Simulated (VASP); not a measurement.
# Sb (R-3m) in VASP: further runs

Sb is run at these levels: LDA, r2SCAN; tasks: single point.

Program: VASP 6.6.1. These are calculated values, not measurements. Logs are shortened: lines on timing, memory, paths and dates and some standing lists are left out, and cuts for length are marked.

### 1 The cell of the first run

The structure is trigonal, space group R-3m (No. 166). Conventional cell: a = 4.337 Å, b = 4.337 Å, c = 11.349 Å, α = 90.00°, β = 90.00°, γ = 120.00°. Sb (site symmetry 3m) has 6 Sb at 2.93 to 3.38 Å within 3.9 Å.

### 2 Single point, LDA

Input file INCAR:

```
PREC = Accurate
ENCUT = 520
EDIFF = 1E-7
ISMEAR = -1
SIGMA = 0.05
LREAL = F
LASPH = T
NELM = 100
ALGO = Normal
ISIF = 2
LWAVE = F
LCHARG = F
NBANDS = 12
```

Input file KPOINTS:

```
Automatic mesh
0
Gamma
  8 8 8
```

Input file POSCAR:

```
Sb
1.0
    2.1684666409      1.2519647989      3.7828881425
   -2.1684666409      1.2519647989      3.7828881425
    0.0000000000     -2.5039295978      3.7828881425
Sb
2
Direct
    0.7665100000      0.7665100000      0.7665100000
    0.2334900000      0.2334900000      0.2334900000
```

Potentials or basis: VASP PAW LDA potentials, release 64 (Sb).

Started as:

```sh
cat potpaw_LDA.64/Sb/POTCAR > POTCAR
mpirun -np 1 vasp_std > vasp.out
```

OUTCAR:

```text
PREC = Accurate
   ENCUT = 520
   EDIFF = 1E-7
   ISMEAR = -1
   LREAL = F
   LASPH = T
   NELM = 100
   ISIF = 2

 ion  position               nearest neighbor table
   1  0.767  0.767  0.767-   2 2.93   2 2.93   2 2.93   2 3.38   2 3.38   2 3.38
   2  0.233  0.233  0.233-   1 2.93   1 2.93   1 2.93   1 3.38   1 3.38   1 3.38

  LATTYP: Found a trigonal (rhomboedric) cell.
 ALAT       =     4.5365081427
 COS(alpha) =     0.5430253624

  Lattice vectors:

 A1 = (   2.1684666409,   1.2519647989,   3.7828881425)
 A2 = (  -2.1684666409,   1.2519647989,   3.7828881425)
 A3 = (   0.0000000000,  -2.5039295978,   3.7828881425)

Analysis of symmetry for initial positions (statically):
=====================================================================
 Subroutine PRICEL returns:
 Original cell was already a primitive cell.

 Routine SETGRP: Setting up the symmetry group for a
 trigonal (rhombohedral) supercell.

 Subroutine GETGRP returns: Found 12 space group operations
 (whereof 12 operations were pure point group operations)
 out of a pool of 12 trial point group operations.

The static configuration has the point symmetry D_3d.

Analysis of symmetry for dynamics (positions and initial velocities):
=====================================================================
 Subroutine PRICEL returns:
 Original cell was already a primitive cell.

 Routine SETGRP: Setting up the symmetry group for a
 trigonal (rhombohedral) supercell.

 Subroutine GETGRP returns: Found 12 space group operations
 (whereof 12 operations were pure point group operations)
 out of a pool of 12 trial point group operations.

The dynamic configuration has the point symmetry D_3d.

 Subroutine INISYM returns: Found 12 space group operations
 (whereof 12 operations are pure point group operations),
 and found     1 'primitive' translations

----------------------------------------------------------------------------------------

                                     Primitive cell

  volume of cell :      61.6197

  direct lattice vectors                    reciprocal lattice vectors
     2.168466641  1.251964799  3.782888143     0.230577677  0.133124084  0.088116096
    -2.168466641  1.251964799  3.782888143    -0.230577677  0.133124084  0.088116096
     0.000000000 -2.503929598  3.782888143     0.000000000 -0.266248167  0.088116096

  length of vectors
     4.536508143  4.536508143  4.536508143     0.280450589  0.280450589  0.280450589

  position of ions in fractional coordinates (direct lattice)
     0.766510000  0.766510000  0.766510000
     0.233490000  0.233490000  0.233490000

  ion indices of the primitive-cell ions
   primitive index   ion index
                 1           1
                 2           2

----------------------------------------------------------------------------------------

 KPOINTS: Automatic mesh

Automatic generation of k-mesh.
 Grid dimensions read from file:
 generate k-points for:    8    8    8

 Generating k-lattice:

  Cartesian coordinates                     Fractional coordinates (reciprocal lattice)
     0.028822210  0.016640510  0.011014512     0.125000000  0.000000000 -0.000000000
    -0.028822210  0.016640510  0.011014512     0.000000000  0.125000000 -0.000000000
     0.000000000 -0.033281021  0.011014512    -0.000000000 -0.000000000  0.125000000

  Length of vectors
     0.035056324  0.035056324  0.035056324

  Shift w.r.t. Gamma in fractional coordinates (k-lattice)
     0.000000000  0.000000000  0.000000000

 Subroutine IBZKPT returns following result:
 ===========================================

 Found     65 irreducible k-points:

 Following reciprocal coordinates:
            Coordinates               Weight
  0.000000  0.000000  0.000000      1.000000
  0.125000  0.000000  0.000000      6.000000
  0.250000  0.000000  0.000000      6.000000
  0.375000  0.000000  0.000000      6.000000
  0.500000  0.000000  0.000000      3.000000
  0.125000  0.125000  0.000000      6.000000
[... 16 lines left out ...]
  0.250000  0.125000  0.125000      6.000000
  0.375000  0.125000  0.125000      6.000000
 [... further k-points ...]
   k-points           NKPTS =     65   k-points in BZ     NKDIM =     65   number of bands    NBANDS=     12
   number of dos      NEDOS =    301   number of ions     NIONS =      2
   total plane-waves  NPLWV =  46656
   dimension x,y,z NGX =    36 NGY =   36 NGZ =   36
   dimension x,y,z NGXF=    72 NGYF=   72 NGZF=   72
   ions per type =               2
   NGX,Y,Z   is equivalent  to a cutoff of  13.19, 13.19, 13.19 a.u.
   NGXF,Y,Z  is equivalent  to a cutoff of  26.39, 26.39, 26.39 a.u.
 SYSTEM =  unknown system
   PREC   = accura    normal or accurate (medium, high low for compatibility)
   ISTART =      0    job   : 0-new  1-cont  2-samecut
   ICHARG =      2    charge: 1-file 2-atom 10-const
   ISPIN  =      1    spin polarized calculation?
   LNONCOLLINEAR =      F non collinear calculations
   LSORBIT =      F    spin-orbit coupling
   LASPH  =      T    aspherical Exc in radial PAW
   ENCUT  =  520.0 eV  38.22 Ry    6.18 a.u.   8.43  8.43  8.43*2*pi/ulx,y,z
   NELM   =    100;   NELMIN=  2; NELMDL= -5     # of ELM steps
   EDIFF  = 0.1E-06   stopping-criterion for ELM
   LREAL  =      F    real-space projection
   EDIFFG = 0.1E-05   stopping-criterion for IOM
   NSW    =      0    number of steps for IOM
   IBRION =     -1    ionic relax: 0-MD 1-quasi-New 2-CG
   NFREE  =      0    steps in history (QN), initial steepest desc. (CG)
   ISIF   =      2    stress and relaxation
   ISYM   =      2    0-nonsym 1-usesym 2-fastsym
   POTIM  = 0.5000    time-step for ionic-motion
   TEBEG  =    0.0;   TEEND  =   0.0 temperature during run
   PSTRESS=    0.0 pullay stress
   NELECT =      10.0000    total number of electrons
   NUPDOWN=      -1.0000    fix difference up-down
   EMIN   =  10.00;   EMAX   =-10.00  energy-range for DOS
   EFERMI =   0.00;   METHOD = LEGACY
   ISMEAR =    -1;   SIGMA  =   0.05  broadening in eV -4-tet -1-fermi 0-gaus
   EFERMI_NEDOS =   21; number of points for ismear=-14 and -15
   IALGO  =     38    algorithm
   IMIX   =      4    mixing-type and parameters
     AMIX     =   0.40;   BMIX     =  1.00
     AMIX_MAG =   1.60;   BMIX_MAG =  1.00
  volume/ion in A,a.u.               =      30.81       207.92
  Fermi-wavevector in a.u.,A,eV,Ry     =   0.892966  1.687461 10.849128  0.797388
  Thomas-Fermi vector in A             =   2.014983
   LORBIT       =      0    0 simple, 1 ext, 2 COOP (PROOUT), +10 PAW based schemes
   GGA     = CA    functional components
   LHFCALC =     F    Hartree Fock is set to
   AEXX    =    0.0000 exact exchange contribution
   IVDW    =     0    specifies the selected vdW correction
   LEPSILON=     F    determine dielectric tensor
   LRPA    =     F    only Hartree local field effects (RPA)
 non-spin polarized calculation
  energy-cutoff  :      520.00
  volume of cell :       61.62
 maximum number of plane-waves:      1671
 NGX is ok and might be reduce to    36
   NGX = 17   NGY = 17   NGZ = 17

 number of electron      10.0000000 magnetization

 Free energy of the ion-electron system (eV)
  ---------------------------------------------------
  ext. energy  EPLUGINS =         0.00000000
  ---------------------------------------------------
  free energy    TOTEN  =        -9.61473259 eV

  energy without entropy =       -9.61218397  energy(sigma->0) =       -9.61345828

 E-fermi :   6.9375     XC(G=0):  -9.6358

 val. band max:        6.9350186201   @ k =   0.3750   0.1250   0.1250
 cond. band min:       7.0342506359   @ k =   0.3750   0.1250   0.1250
 fundamental gap:      0.0992320159
 Fermi energy:         6.9375206577

 k-point     1 :       0.0000    0.0000    0.0000
  band No.  band energies     occupation
      1      -5.6968      2.00000
      2       1.8918      2.00000
      3       4.8846      2.00000
      4       5.1370      2.00000
      5       5.1370      2.00000
      6       8.9273      0.00000
      7       9.5230      0.00000
      8       9.5230      0.00000
      9      11.9874      0.00000
     10      11.9874      0.00000
     11      12.1267      0.00000
     12      13.4871      0.00000

 k-point     2 :       0.1250    0.0000    0.0000
  band No.  band energies     occupation
      1      -5.5284      2.00000
      2       1.2303      2.00000
      3       4.9250      2.00000
      4       5.0996      2.00000
      5       5.3673      2.00000
      6       8.8081      0.00000
      7       9.0864      0.00000
      8       9.1414      0.00000
      9      11.4693      0.00000
     10      11.9056      0.00000
     11      12.0845      0.00000
     12      14.5223      0.00000

 k-point     3 :       0.2500    0.0000    0.0000
  band No.  band energies     occupation
      1      -5.0287      2.00000
      2      -0.1455      2.00000
      3       4.9443      2.00000
      4       5.0344      2.00000
      5       5.7852      2.00000
      6       8.0979      0.00000
      7       8.2380      0.00000
      8       8.3390      0.00000
      9      11.7873      0.00000
     10      12.3928      0.00000
     11      12.8907      0.00000
     12      16.4518      0.00000

 k-point     4 :       0.3750    0.0000    0.0000
  band No.  band energies     occupation
      1      -4.2219      2.00000
      2      -1.6219      2.00000
      3       5.0064      2.00000
      4       5.0385      2.00000
      5       6.1603      2.00000
      6       7.2848      0.00192
      7       7.4048      0.00017
      8       7.6666      0.00000
      9      12.9514      0.00000
     10      13.8323      0.00000
     11      14.3197      0.00000
     12      16.6769      0.00000

 k-point     5 :       0.5000    0.0000    0.0000
  band No.  band energies     occupation
      1      -3.4043      2.00000
      2      -2.6818      2.00000
      3       5.0075      2.00000
      4       5.1175      2.00000
      5       6.6111      1.99708
      6       6.6364      1.99516
      7       7.0634      0.14922
      8       7.4094      0.00016
      9      14.3705      0.00000
     10      14.9693      0.00000
     11      15.7908      0.00000
     12      15.8430      0.00000
[... 228 lines left out ...]
      1      -3.4147      2.00000
      2      -1.1316      2.00000
      3       1.5754      2.00000
      4       3.2437      2.00000
      5       3.3287      2.00000
      6       8.4804      0.00000
      7      11.6661      0.00000
      8      12.2578      0.00000
      9      13.5591      0.00000
     10      15.4111      0.00000
     11      16.7733      0.00000
     12      17.1265      0.00000

 k-point    22 :       0.1250    0.1250    0.1250
  band No.  band energies     occupation
      1      -5.5596      2.00000
      2       1.1719      2.00000
      3       5.1715      2.00000
      4       5.1715      2.00000
      5       5.3525      2.00000
      6       8.8206      0.00000
      7       9.0661      0.00000
      8       9.0661      0.00000
      9      11.7520      0.00000
     10      12.1837      0.00000
     11      12.1837      0.00000
     12      14.2718      0.00000

 k-point    23 :       0.2500    0.1250    0.1250
  band No.  band energies     occupation
      1      -5.3030      2.00000
      2       0.4722      2.00000
      3       4.1924      2.00000
      4       5.4746      2.00000
      5       6.2802      2.00000
      6       8.0119      0.00000
      7       8.1013      0.00000
      8       9.7916      0.00000
      9      11.6446      0.00000
     10      12.1455      0.00000
     11      12.9269      0.00000
     12      14.2446      0.00000

 k-point    24 :       0.3750    0.1250    0.1250
  band No.  band energies     occupation
      1      -4.7241      2.00000
      2      -0.6716      2.00000
      3       3.6160      2.00000
      4       5.4050      2.00000
      5       6.9350      1.02502
      6       7.0343      0.25248
      7       7.5635      0.00001
      8       9.8508      0.00000
      9      11.8709      0.00000
     10      12.8407      0.00000
     11      14.0229      0.00000
     12      15.6628      0.00000

 [... further k-points ...]
[... 5 lines left out ...]
  --------------------------------------------------------------------------------------
  -------------------------------------------------------------------------------------
  Total       -0.7291065     -0.7291065     -0.8513109      0.0000000      0.0000000      0.0000000
  in kB      -18.9575369    -18.9575369    -22.1349804      0.0000000      0.0000000      0.0000000
  external PRESSURE =     -20.0166847 kB  Pullay stress =       0.0000000 kB

 VOLUME and BASIS-vectors are now :
 -----------------------------------------------------------------------------
  energy-cutoff  :      520.00
  volume of cell :       61.62
      direct lattice vectors                 reciprocal lattice vectors
     2.168466641  1.251964799  3.782888143     0.230577677  0.133124084  0.088116096
    -2.168466641  1.251964799  3.782888143    -0.230577677  0.133124084  0.088116096
     0.000000000 -2.503929598  3.782888143     0.000000000 -0.266248167  0.088116096

 POSITION                                       TOTAL-FORCE (eV/Angst)
 -----------------------------------------------------------------------------------
      0.00000      0.00000      8.69886         0.000000      0.000000      0.025534
      0.00000      0.00000      2.64980         0.000000     -0.000000     -0.025534
 -----------------------------------------------------------------------------------
    total drift:                                0.000000     -0.000000     -0.000000

  FREE ENERGIE OF THE ION-ELECTRON SYSTEM (eV)
  ---------------------------------------------------
  free  energy   TOTEN  =        -9.6147325861 eV

  energy  without entropy=       -9.6121839735  energy(sigma->0) =       -9.61345828
```

Wall time 23 s (1 thread of Intel Xeon 6975P-C (Granite Rapids), shared host); peak memory 0.18 GiB.

What came out:

| Item | Value |
| --- | --- |
| Free energy | -9.6147 eV |
| Pressure | -2.0 GPa |
| Largest force | 0.026 eV/Å |
| Band gap on the k mesh | zero (band 5 reaches 6.93 eV, above the bottom of band 6 at 6.64 eV) |

Forces in eV/Å, atoms in the order of the input:
```
Sb   0.000  0.000  0.026
Sb   0.000  0.000 -0.026
```

Caveat: spin-orbit coupling is left out, which moves the levels of the heavy elements.

### 3 Single point, r2SCAN

This run uses another cell than the first one, of 29.00 Å³/atom, 0.941 times its volume.

Input file POSCAR:

```
Sb
1.0
    2.1250856202      1.2269187549      3.7072099901
   -2.1250856202      1.2269187549      3.7072099901
    0.0000000000     -2.4538375098      3.7072099901
Sb
2
Direct
    0.7665100000      0.7665100000      0.7665100000
    0.2334900000      0.2334900000      0.2334900000
```

Input file INCAR.step1:

```
SYSTEM = Sb
  ALGO = Normal
  EDIFF = 1E-4
  ENCUT = 520
  GGA = PE
  ISMEAR = -1
  LASPH = .TRUE.
  LCHARG = .FALSE.
  LREAL = .FALSE.
  LWAVE = .TRUE.
  NBANDS = 12
  NELM = 60
  PREC = Accurate
  SIGMA = 0.05
```

Input file INCAR.step2:

```
SYSTEM = Sb
  ALGO = Normal
  EDIFF = 1E-7
  ENCUT = 520
  ISIF = 2
  ISMEAR = -1
  ISTART = 1
  LASPH = .TRUE.
  LCHARG = .FALSE.
  LMIXTAU = .TRUE.
  LREAL = .FALSE.
  LWAVE = .FALSE.
  METAGGA = R2SCAN
  NBANDS = 12
  NELM = 60
  PREC = Accurate
  SIGMA = 0.05
```

Input file KPOINTS:

```
k-points
0
G
  8 8 8
  0 0 0
```

Potentials or basis: VASP PAW PBE potentials, release 64 (Sb).

Started as:

```sh
cat potpaw_PBE.64/Sb/POTCAR > POTCAR
cp INCAR.step1 INCAR
mpirun -np 1 vasp_std > vasp.out
cp INCAR.step2 INCAR
mpirun -np 1 vasp_std > vasp.out
```

It took 1.8 min on 1 thread of Intel Xeon 6975P-C (Granite Rapids), shared host; peak memory 0.22 GiB.

The run converged. Its results:

| Item | Value |
| --- | --- |
| Free energy | -51.3393 eV |
| Pressure | 4.6 GPa |
| Largest force | 0.287 eV/Å |
| Band gap on the k mesh | zero (band 5 reaches 7.97 eV, above the bottom of band 6 at 7.74 eV) |

Forces on the atoms (eV/Å):
```
Sb   0.000  0.000 -0.287
Sb   0.000  0.000  0.287
```

Stress tensor (GPa, compression positive):
```
4.92 0.00 0.00
0.00 4.92 0.00
0.00 0.00 4.03
```

Levels at points of the mesh, in eV from the Fermi level:
| k point | band 1 | band 2 | band 3 | band 4 | band 5 | band 6 | band 7 | band 8 | band 9 | band 10 |
| --- | --- | --- | --- | --- | --- | --- | --- | --- | --- | --- |
| (0.00, 0.00, 0.00) | -13.87 | -4.72 | -2.57 | -2.28 | -2.28 | 2.00 | 2.69 | 2.69 | 5.20 | 5.20 |
| (0.50, 0.00, 0.00) | -11.25 | -10.46 | -2.43 | -2.28 | -0.55 | -0.21 | 0.17 | 0.28 | 8.01 | 8.52 |
| (0.50, 0.50, 0.00) | -11.21 | -8.57 | -6.11 | -4.40 | -4.31 | 1.40 | 5.25 | 5.90 | 7.58 | 8.96 |
| (0.50, 0.50, 0.50) | -12.17 | -9.75 | -1.73 | -1.73 | -0.43 | -0.14 | -0.14 | 1.23 | 7.44 | 8.91 |

Caveat: the PAW data sets were made with another functional, which shifts forces and pressure a little; spin-orbit coupling is left out, which moves the levels of the heavy elements.

[end of part 1 of 2]
